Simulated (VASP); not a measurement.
Input of a VASP 6.6.1 run:

The input INCAR:

```
PREC = Accurate
ENCUT = 520
EDIFF = 1E-7
ISMEAR = 0
SIGMA = 0.02
LREAL = F
LASPH = T
NELM = 100
ALGO = Normal
ISIF = 2
LWAVE = F
LCHARG = T
LDIPOL = T
IDIPOL = 3
DIPOL = 0.5 0.5 0.500
GGA = CA
LELF = T
LVHAR = T
LVACPOTAV = T
NBANDS = 12
```

Contents of KPOINTS:

```
Automatic mesh
0
Gamma
  9 9 1
```

The input POSCAR:

```
As
1.0
    3.4070000000      0.0000000000      0.0000000000
   -1.7035000000      2.9505485507      0.0000000000
    0.0000000000      0.0000000000     28.0000000000
As
2
Direct
    0.3333333333      0.6666666667      0.5317142857
    0.6666666667      0.3333333333      0.4682857143
```

Potentials or basis: VASP PAW LDA potentials, release 64 (As).

Command:

```sh
$ cat potpaw_LDA.64/As/POTCAR > POTCAR
$ mpirun -np 1 vasp_std > vasp.out
```

Q: Predict the work function of the upper face.

A: 4.17 eV.

Q: Predict the band gap on the k mesh.

A: Zero (bands 5 and 6 overlap by 1.11 eV).

Q: What does it give for the work function of the lower face?

A: 4.17 eV.

Forces in eV/Å, atoms in the order of the input:
```
As   0.000  0.000 -2.827
As   0.000  0.000  2.827
```
